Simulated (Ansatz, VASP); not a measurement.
# Two plane-wave programs on SiO2

File INCAR:

```
SYSTEM = SiO2
  ALGO = Normal
  EDIFF = 1E-6
  ENCUT = 520
  GGA = PE
  ISIF = 2
  ISMEAR = -1
  LASPH = .TRUE.
  LCHARG = .FALSE.
  LREAL = .FALSE.
  LWAVE = .FALSE.
  NBANDS = 25
  NELM = 60
  PREC = Accurate
  SIGMA = 0.02
```

KPOINTS

```
k-points
0
G
  6 6 10
  0 0 0
```

The input POSCAR:

```
SiO2
1.0
    4.3525963506      0.0000000000      0.0000000000
    0.0000000000      4.3525963506      0.0000000000
    0.0000000000      0.0000000000      2.6210924487
Si O
2 4
Direct
    0.0000000000      0.0000000000      0.0000000000
    0.5000000000      0.5000000000      0.5000000000
    0.3115103669      0.3115103669      0.0000000000
    0.1884896331      0.8115103669      0.5000000000
    0.8115103669      0.1884896331      0.5000000000
    0.6884896331      0.6884896331      0.0000000000
```

Input for Ansatz:

```yaml
crystal:
  lattice:
    - [4.3525963506, 0.0, 0.0]
    - [0.0, 4.3525963506, 0.0]
    - [0.0, 0.0, 2.6210924487]
  atoms:
    - { symbol: Si, position: [0.0, 0.0, 0.0] }
    - { symbol: Si, position: [0.5, 0.5, 0.5] }
    - { symbol: O, position: [0.3115103669, 0.3115103669, 0.0] }
    - { symbol: O, position: [0.1884896331, 0.8115103669, 0.5] }
    - { symbol: O, position: [0.8115103669, 0.1884896331, 0.5] }
    - { symbol: O, position: [0.6884896331, 0.6884896331, 0.0] }
kpoints:
  mp_grid: { grid: [6, 6, 10] }
  band_path:
    path:
      - [0.0, 0.0, 0.0]
      - [0.0, 0.5, 0.0]
      - [0.5, 0.5, 0.0]
      - [0.0, 0.0, 0.5]
      - [0.0, 0.5, 0.5]
      - [0.5, 0.5, 0.5]
    npoints: 1
hamiltonian:
  xc: pbe
scf:
  occupations: { method: fermi_dirac, width: 0.02 }
  n_extra_bands: 5
output:
  forces: true
  stress: true
  eigenvalues: true
```

Change from the starting cell: epitaxial_xy strain +4.0%.

Alike in both runs: task single point; functional PBE; k mesh 6 × 6 × 10; occupations fermi-dirac, width 0.02 eV; no spin polarisation.

|  | VASP | Ansatz |
| --- | --- | --- |
| version | VASP 6.6.1 | Ansatz 0.2.0 |
| potentials or method | VASP PAW PBE potentials, release 64 (Si, O) | plane waves, PAW |
| plane-wave cutoff (eV) | 520 | 420 |
| valence electrons in the cell | 32 | 32 |

Ansatz gave:

| Item | Value |
| --- | --- |
| gap on the k mesh at the Fermi level (eV) | 5.01 |
| pressure (GPa) | -1.5 |
| traceless stress, the component that is largest in VASP (GPa) | 11.19 |
| rms of the force components (eV/Å) | 0.073 |

Problem. Estimate VASP's values.

Solution. gap on the k mesh at the Fermi level (eV): 4.99; pressure (GPa): -1.3; traceless stress, the component that is largest in VASP (GPa): 11.80; rms of the force components (eV/Å): 0.088.

Atom by atom the forces differ by 0.015 eV/Å (rms over components).
